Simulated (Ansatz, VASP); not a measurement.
# MgH2: VASP beside Ansatz

```
CELL_PARAMETERS angstrom
-1.88484 1.88484 4.68311
1.88484 -1.88484 4.68311
1.88484 1.88484 -4.68311
ATOMIC_POSITIONS crystal
Mg 0.75000 0.25000 0.50000
Mg 0.00000 0.00000 0.00000
H 0.53995 0.03995 0.50000
H 0.78995 0.78995 0.00000
H 0.21005 0.21005 0.00000
H 0.96005 0.46005 0.50000
```

Alike in both runs: task single point; functional PBE; k mesh 8 × 8 × 8; no spin polarisation.

```csv
,VASP,Ansatz
version,VASP 6.6.1,Ansatz 0.2.0
potentials or method,"VASP PAW PBE potentials, release 64 (Mg, H)","plane waves, PAW"
plane-wave cutoff (eV),520,420
occupations,"gaussian, width 0.01 eV",fixed
valence electrons in the cell,8,24
```

```csv
,VASP,Ansatz,Ansatz less VASP
gap on the k mesh at the Fermi level (eV),3.58,3.59,+0.009
pressure (GPa),1.2,1.5,+0.25
"traceless stress, the component that is largest in VASP (GPa)",0.08,0.10,+0.026
rms of the force components (eV/Å),0.016,0.016,+0.0003
```

Atom by atom the forces differ by 0.000 eV/Å (rms over components). VASP's potentials hold 8 valence electrons a cell and Ansatz's 24, so a difference there can come from the potentials and not from the codes.
